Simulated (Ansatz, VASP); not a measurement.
# GaP in VASP and in Ansatz

The input INCAR:

```
SYSTEM = GaP
ALGO = Normal
EDIFF = 1E-6
ENCUT = 520
GGA = PE
ISIF = 2
ISMEAR = 0
LASPH = .True.
LCHARG = .True.
LELF = .True.
LREAL = .False.
LVHAR = .True.
LWAVE = .False.
NBANDS = 16
NELM = 100
PREC = Accurate
SIGMA = 0.05
```

File KPOINTS:

```
k-points
0
Gamma
  10 10 10
  0 0 0
```

The input POSCAR:

```
GaP
1.0
    0.0000000000      2.7041270840      2.7774518118
    2.7774518118      0.0000000000      2.7774518118
    2.7774518118      2.7041270840      0.0000000000
Ga P
1 1
Direct
    0.0000000000      0.0000000000      0.0000000000
    0.7500000000      0.7500000000      0.7500000000
```

Input for Ansatz:

```yaml
crystal:
  lattice:
    - [0.0, 2.704127084, 2.7774518118]
    - [2.7774518118, 0.0, 2.7774518118]
    - [2.7774518118, 2.704127084, 0.0]
  atoms:
    - { symbol: Ga, position: [0.0, 0.0, 0.0] }
    - { symbol: P, position: [0.75, 0.75, 0.75] }
basis:
  ecutwfc: 420
kpoints:
  mp_grid: { grid: [10, 10, 10] }
hamiltonian:
  xc: pbe
  pseudopotentials: { kind: paw, azcp: { folder: soft_1 } }
scf:
  occupations: { method: gaussian, width: 0.05 }
output:
  forces: true
  stress: true
  eigenvalues: true
```

Alike in both runs: task single point; functional PBE; k mesh 10 × 10 × 10; occupations gaussian, width 0.05 eV; no spin polarisation.

|  | VASP | Ansatz |
| --- | --- | --- |
| version | VASP 6.6.1 | Ansatz 0.2.0 |
| potentials or method | VASP PAW PBE potentials, release 64 (Ga_d, P), cutoff 520 eV | scalar-relativistic, plane waves, PAW |
| valence electrons in the cell | 18 | 18 |

Ansatz gave:

| Quantity | Value |
| --- | --- |
| gap on the k mesh at the Fermi level (eV) | 1.40 |
| least direct gap on the mesh (eV) | 1.48 |
| pressure (GPa) | 0.0 |
| traceless stress, the component that is largest in VASP (GPa) | 1.24 |

Question: What did VASP give for the same quantities?

Answer: gap on the k mesh at the Fermi level (eV): 1.40; least direct gap on the mesh (eV): 1.48; pressure (GPa): -0.1; traceless stress, the component that is largest in VASP (GPa): 1.24.

The functional is the same, so the differences come from potentials, cutoffs and numerics.
